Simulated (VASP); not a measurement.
# ZnSe (F-43m) in VASP: a series of runs

ZnSe is run at these levels: PBE; tasks: single point.

Everything below comes from runs of VASP 6.6.1. Logs are shortened: lines on timing, memory, paths and dates and some standing lists are left out, and cuts for length are marked.

**1. The cell of the first run**

It takes space group F-43m (No. 216, cubic). Conventional cell: a = 5.668 Å, b = 5.668 Å, c = 5.668 Å, α = 90.00°, β = 90.00°, γ = 90.00°. Zn (site symmetry -43m) has 4 Se at 2.45 Å within 3.2 Å. Within 3.2 Å of Se (site symmetry -43m) lie 4 Zn at 2.45 Å.

**2. Single point, PBE**

The input, INCAR:

```
SYSTEM = ZnSe
  ALGO = Normal
  EDIFF = 1E-6
  ENCUT = 500
  GGA = PE
  GGA_COMPAT = .FALSE.
  ISIF = 2
  ISMEAR = 0
  LASPH = .TRUE.
  LCHARG = .TRUE.
  LELF = .TRUE.
  LREAL = .FALSE.
  LVHAR = .TRUE.
  LWAVE = .FALSE.
  NBANDS = 16
  NELM = 120
  PREC = Accurate
  SIGMA = 0.01
```

The input, KPOINTS:

```
k-points
0
G
  2 2 2
  0 0 0
```

The input, POSCAR:

```
ZnSe
1.0
    0.0000000000      2.8338000000      2.8338000000
    2.8338000000      0.0000000000      2.8338000000
    2.8338000000      2.8338000000      0.0000000000
Zn Se
1 1
Direct
    0.0000000000      0.0000000000      0.0000000000
    0.7500000000      0.7500000000      0.7500000000
```

Potentials or basis: VASP PAW PBE potentials, release 64 (Zn, Se).

The run is started by

```console
cat potpaw_PBE.64/Zn/POTCAR potpaw_PBE.64/Se/POTCAR > POTCAR
mpirun -np 1 vasp_std > vasp.out
```

OUTCAR:

```text
SYSTEM = ZnSe
   EDIFF = 1E-6
   ENCUT = 500
   GGA = PE
   ISIF = 2
   ISMEAR = 0
   LASPH = .TRUE.
   LREAL = .FALSE.
   NELM = 120
   PREC = Accurate

 ion  position               nearest neighbor table
   1  0.000  0.000  0.000-   2 2.45   2 2.45   2 2.45   2 2.45
   2  0.750  0.750  0.750-   1 2.45   1 2.45   1 2.45   1 2.45

  LATTYP: Found a face centered cubic cell.
 ALAT       =     5.6676000000

  Lattice vectors:

 A1 = (   0.0000000000,   2.8338000000,   2.8338000000)
 A2 = (   2.8338000000,   0.0000000000,   2.8338000000)
 A3 = (   2.8338000000,   2.8338000000,   0.0000000000)

Analysis of symmetry for initial positions (statically):
=====================================================================
 Subroutine PRICEL returns:
 Original cell was already a primitive cell.

 Routine SETGRP: Setting up the symmetry group for a
 face centered cubic supercell.

 Subroutine GETGRP returns: Found 24 space group operations
 (whereof 24 operations were pure point group operations)
 out of a pool of 48 trial point group operations.

The static configuration has the point symmetry T_d .

Analysis of symmetry for dynamics (positions and initial velocities):
=====================================================================
 Subroutine PRICEL returns:
 Original cell was already a primitive cell.

 Routine SETGRP: Setting up the symmetry group for a
 face centered cubic supercell.

 Subroutine GETGRP returns: Found 24 space group operations
 (whereof 24 operations were pure point group operations)
 out of a pool of 48 trial point group operations.

The dynamic configuration has the point symmetry T_d .

 Subroutine INISYM returns: Found 24 space group operations
 (whereof 24 operations are pure point group operations),
 and found     1 'primitive' translations

----------------------------------------------------------------------------------------

                                     Primitive cell

  volume of cell :      45.5132

  direct lattice vectors                    reciprocal lattice vectors
     0.000000000  2.833800000  2.833800000    -0.176441527  0.176441527  0.176441527
     2.833800000  0.000000000  2.833800000     0.176441527 -0.176441527  0.176441527
     2.833800000  2.833800000  0.000000000     0.176441527  0.176441527 -0.176441527

  length of vectors
     4.007598393  4.007598393  4.007598393     0.305605690  0.305605690  0.305605690

  position of ions in fractional coordinates (direct lattice)
     0.000000000  0.000000000  0.000000000
     0.750000000  0.750000000  0.750000000

  ion indices of the primitive-cell ions
   primitive index   ion index
                 1           1
                 2           2

----------------------------------------------------------------------------------------

 KPOINTS: k-points

Automatic generation of k-mesh.
 Grid dimensions read from file:
 generate k-points for:    2    2    2

 Generating k-lattice:

  Cartesian coordinates                     Fractional coordinates (reciprocal lattice)
    -0.088220764  0.088220764  0.088220764     0.500000000  0.000000000  0.000000000
     0.088220764 -0.088220764  0.088220764     0.000000000  0.500000000  0.000000000
     0.088220764  0.088220764 -0.088220764     0.000000000  0.000000000  0.500000000

  Length of vectors
     0.152802845  0.152802845  0.152802845

  Shift w.r.t. Gamma in fractional coordinates (k-lattice)
     0.000000000  0.000000000  0.000000000

 Subroutine IBZKPT returns following result:
 ===========================================

 Found      3 irreducible k-points:

 Following reciprocal coordinates:
            Coordinates               Weight
  0.000000  0.000000  0.000000      1.000000
  0.500000  0.000000  0.000000      4.000000
  0.500000  0.500000  0.000000      3.000000
   k-points           NKPTS =      3   k-points in BZ     NKDIM =      3   number of bands    NBANDS=     16
   number of dos      NEDOS =    301   number of ions     NIONS =      2
   total plane-waves  NPLWV =  27000
   dimension x,y,z NGX =    30 NGY =   30 NGZ =   30
   dimension x,y,z NGXF=    60 NGYF=   60 NGZF=   60
   ions per type =               1   1
   NGX,Y,Z   is equivalent  to a cutoff of  12.44, 12.44, 12.44 a.u.
   NGXF,Y,Z  is equivalent  to a cutoff of  24.89, 24.89, 24.89 a.u.
 SYSTEM =  ZnSe
   PREC   = accura    normal or accurate (medium, high low for compatibility)
   ISTART =      0    job   : 0-new  1-cont  2-samecut
   ICHARG =      2    charge: 1-file 2-atom 10-const
   ISPIN  =      1    spin polarized calculation?
   LNONCOLLINEAR =      F non collinear calculations
   LSORBIT =      F    spin-orbit coupling
   LASPH  =      T    aspherical Exc in radial PAW
   ENCUT  =  500.0 eV  36.75 Ry    6.06 a.u.   7.31  7.31  7.31*2*pi/ulx,y,z
   NELM   =    120;   NELMIN=  2; NELMDL= -5     # of ELM steps
   EDIFF  = 0.1E-05   stopping-criterion for ELM
   LREAL  =      F    real-space projection
   EDIFFG = 0.1E-04   stopping-criterion for IOM
   NSW    =      0    number of steps for IOM
   IBRION =     -1    ionic relax: 0-MD 1-quasi-New 2-CG
   NFREE  =      0    steps in history (QN), initial steepest desc. (CG)
   ISIF   =      2    stress and relaxation
   ISYM   =      2    0-nonsym 1-usesym 2-fastsym
   POTIM  = 0.5000    time-step for ionic-motion
   TEBEG  =    0.0;   TEEND  =   0.0 temperature during run
   PSTRESS=    0.0 pullay stress
   NELECT =      18.0000    total number of electrons
   NUPDOWN=      -1.0000    fix difference up-down
   EMIN   =  10.00;   EMAX   =-10.00  energy-range for DOS
   EFERMI =   0.00;   METHOD = LEGACY
   ISMEAR =     0;   SIGMA  =   0.01  broadening in eV -4-tet -1-fermi 0-gaus
   EFERMI_NEDOS =   21; number of points for ismear=-14 and -15
   IALGO  =     38    algorithm
   IMIX   =      4    mixing-type and parameters
     AMIX     =   0.40;   BMIX     =  1.00
     AMIX_MAG =   1.60;   BMIX_MAG =  1.00
  volume/ion in A,a.u.               =      22.76       153.57
  Fermi-wavevector in a.u.,A,eV,Ry     =   1.201673  2.270834 19.647073  1.444019
  Thomas-Fermi vector in A             =   2.337476
   LORBIT       =      0    0 simple, 1 ext, 2 COOP (PROOUT), +10 PAW based schemes
   GGA     = PE    functional components
   LHFCALC =     F    Hartree Fock is set to
   AEXX    =    0.0000 exact exchange contribution
   IVDW    =     0    specifies the selected vdW correction
   LEPSILON=     F    determine dielectric tensor
   LRPA    =     F    only Hartree local field effects (RPA)
 non-spin polarized calculation
 Gauss-broadening in eV      SIGMA  =   0.01
  energy-cutoff  :      500.00
  volume of cell :       45.51
 maximum number of plane-waves:      1170
 NGX is ok and might be reduce to    30
   NGX = 15   NGY = 15   NGZ = 15

 number of electron      18.0000012 magnetization

 Free energy of the ion-electron system (eV)
  ---------------------------------------------------
  ext. energy  EPLUGINS =         0.00000000
  ---------------------------------------------------
  free energy    TOTEN  =        -4.54734419 eV

  energy without entropy =       -4.54734419  energy(sigma->0) =       -4.54734419

 E-fermi :   2.0290     XC(G=0):  -9.1549

 val. band max:        1.9464496498   @ k =   0.0000   0.0000   0.0000
 cond. band min:       3.1078989357   @ k =   0.0000   0.0000   0.0000
 fundamental gap:      1.1614492859
 Fermi energy:         2.0289689218

 k-point     1 :       0.0000    0.0000    0.0000
  band No.  band energies     occupation
      1     -11.2575      2.00000
      2      -4.9748      2.00000
      3      -4.9748      2.00000
      4      -4.9748      2.00000
      5      -4.6419      2.00000
      6      -4.6419      2.00000
      7       1.9464      2.00000
      8       1.9464      2.00000
      9       1.9464      2.00000
     10       3.1079      0.00000
     11       7.5029      0.00000
     12       7.5029      0.00000
     13       7.5029      0.00000
     14      11.7439      0.00000
     15      13.2197      0.00000
     16      13.2197      0.00000

 k-point     2 :       0.5000    0.0000    0.0000
  band No.  band energies     occupation
      1     -10.4289      2.00000
      2      -4.8935      2.00000
      3      -4.8935      2.00000
      4      -4.6225      2.00000
      5      -4.6225      2.00000
      6      -4.4671      2.00000
      7      -3.4178      2.00000
      8       1.0483      2.00000
      9       1.0483      2.00000
     10       4.3118      0.00000
     11       8.1013      0.00000
     12       8.1013      0.00000
     13      10.4599      0.00000
     14      12.8786      0.00000
     15      14.8929      0.00000
     16      14.8929      0.00000

 k-point     3 :       0.5000    0.5000    0.0000
  band No.  band energies     occupation
      1     -10.1458      2.00000
      2      -4.9295      2.00000
      3      -4.7373      2.00000
      4      -4.7373      2.00000
      5      -4.5949      2.00000
      6      -4.4398      2.00000
      7      -3.0038      2.00000
      8      -0.3021      2.00000
      9      -0.3021      2.00000
     10       4.7333      0.00000
     11       5.2302      0.00000
     12      12.7282      0.00000
     13      13.0399      0.00000
     14      13.0399      0.00000
     15      15.7361      0.00000
     16      16.2745      0.00000

------------------------ aborting loop because EDIFF is reached ----------------------------------------

  FORCE on cell =-STRESS in cart. coord.  units (eV):
  Direction    XX          YY          ZZ          XY          YZ          ZX
  --------------------------------------------------------------------------------------
  -------------------------------------------------------------------------------------
  Total        2.3256014      2.3256014      2.3256014      0.0000000      0.0000000      0.0000000
  in kB       81.8668867     81.8668867     81.8668867      0.0000000      0.0000000      0.0000000
  external PRESSURE =      81.8668867 kB  Pullay stress =       0.0000000 kB

 VOLUME and BASIS-vectors are now :
 -----------------------------------------------------------------------------
  energy-cutoff  :      500.00
  volume of cell :       45.51
      direct lattice vectors                 reciprocal lattice vectors
     0.000000000  2.833800000  2.833800000    -0.176441527  0.176441527  0.176441527
     2.833800000  0.000000000  2.833800000     0.176441527 -0.176441527  0.176441527
     2.833800000  2.833800000  0.000000000     0.176441527  0.176441527 -0.176441527

 POSITION                                       TOTAL-FORCE (eV/Angst)
 -----------------------------------------------------------------------------------
      0.00000      0.00000      0.00000         0.000000      0.000000      0.000000
      4.25070      4.25070      4.25070        -0.000000     -0.000000     -0.000000
 -----------------------------------------------------------------------------------
    total drift:                                0.000000      0.000000      0.000000

  FREE ENERGIE OF THE ION-ELECTRON SYSTEM (eV)
  ---------------------------------------------------
  free  energy   TOTEN  =        -4.5473441874 eV

  energy  without entropy=       -4.5473441874  energy(sigma->0) =       -4.54734419
```

Wall time 3.1 s (1 thread of AMD EPYC 9R45 (Zen 5), shared host); peak memory 0.13 GiB.

What came out:

* Free energy: -4.5473 eV
* Pressure: 8.2 GPa
* Band gap on the k mesh: 1.16 eV

Caveat: the k points lie up to 0.96 Å⁻¹ apart, too coarse for converged energies, forces and pressures.

**3. Single point, PBE**

The input, INCAR:

```
PREC     = Accurate       # precision mode
ENCUT    = 500            # plane-wave cutoff, eV
EDIFF    = 1E-6           # SCF threshold, eV
ISMEAR   = 0              # smearing method
SIGMA    = 0.01           # smearing width, eV
LREAL    = F              # projectors in reciprocal space
LASPH    = T              # aspherical terms in the spheres
NELM     = 120            # most SCF steps
ALGO     = Normal         # electronic algorithm
ISIF     = 2              # what is computed and relaxed
LWAVE    = F              # write WAVECAR
LCHARG   = F              # write CHGCAR
GGA      = PE             # functional
NBANDS   = 16             # bands
GGA_COMPAT= F
```

The input, KPOINTS:

```
Automatic mesh
0
Gamma
  4 4 4
```

POSCAR is that of step 2.

Potentials or basis: VASP PAW PBE potentials, release 64 (Zn, Se).

The run is started by

```console
cat potpaw_PBE.64/Zn/POTCAR potpaw_PBE.64/Se/POTCAR > POTCAR
mpirun -np 1 vasp_std > vasp.out
```

It took 4.6 s on 1 thread of AMD EPYC 9R45 (Zen 5), shared host; peak memory 0.13 GiB.

It converged, with:

```
Free energy            : -5.9530 eV
Pressure               : 2.7 GPa
Band gap on the k mesh : 1.28 eV
```

Levels at points of the mesh, in eV from the valence-band top:
```
           k point  band 7  band 8  band 9  band 10  band 11  band 12
(0.00, 0.00, 0.00)    0.00    0.00    0.00     1.28     5.78     5.78
(0.50, 0.00, 0.00)   -5.24   -0.87   -0.87     2.53     6.36     6.36
(0.50, 0.50, 0.00)   -4.77   -2.19   -2.19     2.96     3.44    10.74
```

Caveat: the k points lie up to 0.48 Å⁻¹ apart.
